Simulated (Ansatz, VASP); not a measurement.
## Ta: VASP beside Ansatz

```
Ta
1.0
    -1.62705    1.62705    1.70082
     1.62705   -1.62705    1.70082
     1.62705    1.62705   -1.70082
Ta
1
Cartesian
  0.0000 0.0000 0.0000
```

Change from the starting cell: z stretched by +3 % at fixed volume.

Alike in both runs: task single point; functional PBE; k mesh 17 × 17 × 17; occupations fermi-dirac, width 0.08 eV; no spin polarisation.

```csv
,VASP,Ansatz
version,VASP 6.6.1,Ansatz 0.2.0
potentials or method,"VASP PAW PBE potentials, release 64 (Ta_pv), cutoff 520 eV","all-electron LAPW, scalar-relativistic"
```

|  | VASP | Ansatz | Ansatz less VASP |
| --- | --- | --- | --- |
| pressure (GPa) | 3.4 | 3.3 | -0.18 |
| traceless stress, the component that is largest in VASP (GPa) | -3.20 | -3.21 | -0.008 |

Ansatz ran all-electron here, and VASP with PAW potentials.

Spin-orbit coupling is off throughout.
